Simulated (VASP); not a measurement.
A run of VASP 6.6.1 is set up as follows.

File INCAR:

```
ALGO     = Normal         # electronic algorithm
EDIFF    = 1E-7           # SCF threshold, eV
ENCUT    = 520            # plane-wave cutoff, eV
GGA      = PE             # functional
ISIF     = 2              # what is computed and relaxed
ISMEAR   = 0              # smearing method
ISPIN    = 2              # spin polarisation
LASPH    = True           # aspherical terms in the spheres
LCHARG   = False          # write CHGCAR
LMAXMIX  = 4              # l up to which the mixer works
LORBIT   = 11             # projections on sites
LREAL    = False          # projectors in reciprocal space
LWAVE    = False          # write WAVECAR
MAGMOM   = 0 0 0.21 0.21 0.21 0.21 0.21 0.21 # initial moments
NBANDS   = 47             # bands
NELM     = 150            # most SCF steps
PREC     = Accurate       # precision mode
SIGMA    = 0.1            # smearing width, eV
```

File KPOINTS:

```
k-points
0
Gamma
  6 6 4
```

POSCAR

```
AlNi3
1.0
    5.0698410164      0.0000000000      0.0000000000
   -2.5349205082      4.3906111133      0.0000000000
    0.0000000000      0.0000000000      4.0795746525
Al Ni
2 6
Direct
    0.6666666667      0.3333333333      0.2500000000
    0.3333333333      0.6666666667      0.7500000000
    0.3294813808      0.1647406904      0.7500000000
    0.8352593096      0.1647406904      0.7500000000
    0.8352593096      0.6705186192      0.7500000000
    0.6705186192      0.8352593096      0.2500000000
    0.1647406904      0.8352593096      0.2500000000
    0.1647406904      0.3294813808      0.2500000000
```

Potentials or basis: VASP PAW PBE potentials, release 64 (Al, Ni).

Command:

```bash
$ cat potpaw_PBE.64/Al/POTCAR potpaw_PBE.64/Ni/POTCAR > POTCAR
$ mpirun -np 1 vasp_std > vasp.out
```

Q: What does it give for the net moment?

A: 1.03 μB per cell.

Q: Estimate the largest force.

A: 0.015 eV/Å.

Q: Estimate the site moments.

A: Al -0.01; Ni +0.18 μB.

Forces on the atoms (eV/Å):
```
Al   0.000  0.000  0.000
Al   0.000  0.000  0.000
Ni   0.013  0.008  0.000
Ni  -0.013  0.008  0.000
Ni   0.000 -0.015  0.000
Ni  -0.013 -0.008  0.000
Ni   0.013 -0.008  0.000
Ni   0.000  0.015  0.000
```

Caveat: the k points lie up to 0.39 Å⁻¹ apart.
